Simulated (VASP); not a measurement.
Set up this calculation in VASP 6.6.1, as the native input.

```
Task                   : single point
Functional             : PBE
Potentials or basis    : VASP PAW PBE potentials, release 64 (Sr_sv, Rh_pv)
Cutoff                 : 520 eV
k mesh                 : 4 × 4 × 4
Occupations            : gaussian, width 0.1 eV
Spin                   : no spin polarisation
Dipole correction      : no
Further INCAR settings : ALGO = Fast; EDIFF = 1e-06; NBANDS = 59
```

The structure of SrRh6 lies in POSCAR:

```
SrRh6
1.0
    5.8363071793      0.0000000000      0.0000000000
    0.0000000000      5.8363071793      0.0000000000
    0.0000000000      0.0000000000      5.8363071793
Sr Rh
1 6
Direct
    0.0000000000      0.0000000000      0.0000000000
    0.5000000000      0.5000000000      0.1962954705
    0.5000000000      0.5000000000      0.8037045295
    0.1962954705      0.5000000000      0.5000000000
    0.8037045295      0.5000000000      0.5000000000
    0.5000000000      0.1962954705      0.5000000000
    0.5000000000      0.8037045295      0.5000000000
```

One way to write it, as run:

INCAR

```
ALGO = Fast
EDIFF = 1E-6
ENCUT = 520
GGA = PE
ISIF = 2
ISMEAR = 0
LASPH = T
LCHARG = F
LREAL = F
LWAVE = F
NBANDS = 59
NELM = 60
PREC = Accurate
SIGMA = 0.1
```

KPOINTS

```
k-points
0
Gamma
  4 4 4
```

Potentials or basis: VASP PAW PBE potentials, release 64 (Sr_sv, Rh_pv).

The run is started by

```bash
$ cat potpaw_PBE.64/Sr_sv/POTCAR potpaw_PBE.64/Rh_pv/POTCAR > POTCAR
$ mpirun -np 1 vasp_std > vasp.out
```

Results of the run:

```json
{
 "Pressure": "-0.1 GPa",
 "Largest force": "0.048 eV/Å",
 "Band gap on the k mesh": "zero (band 50 reaches 3.94 eV, above the bottom of band 51 at 3.80 eV)"
}
```

It took 100 s on 1 thread of Intel(R) Xeon(R) 6975P-C (Granite Rapids), on a shared host, peak memory 0.37 GiB.
